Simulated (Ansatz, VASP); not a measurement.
## Al2O3: VASP beside Ansatz

```
Al O
1.0
     2.97085    0.00000    0.00000
    -1.48543    2.57284    0.00000
     0.00000    0.00000    9.33675
Al O
2 3
Direct
  0.00000 0.00000 0.14999
  0.00000 0.00000 0.85001
  0.33333 0.66667 0.22232
  0.66667 0.33333 0.00000
  0.33333 0.66667 0.77768
```

Change from the starting cell: strain +0.030 along x and y, +0.000 along z, atoms carried along.

Alike in both runs: task single point; functional PBE; dispersion D3(BJ); k mesh 12 × 12 × 4; occupations gaussian, width 0.05 eV; no spin polarisation.

|  | VASP | Ansatz |
| --- | --- | --- |
| version | VASP 6.6.1 | Ansatz 0.2.0 |
| potentials or method | VASP PAW PBE potentials, release 64 (Al, O), cutoff 520 eV | scalar-relativistic, plane waves, PAW |
| valence electrons in the cell | 24 | 24 |

```csv
,VASP,Ansatz,Ansatz less VASP
gap on the k mesh at the Fermi level (eV),4.01,4.03,+0.020
least direct gap on the mesh (eV),4.21,4.23,+0.018
pressure (GPa),-10.1,-10.1,+0.04
"traceless stress, the component that is largest in VASP (GPa)",6.97,7.13,+0.164
rms of the force components (eV/Å),0.273,0.258,-0.0151
```

Atom by atom the forces differ by 0.015 eV/Å (rms over components).
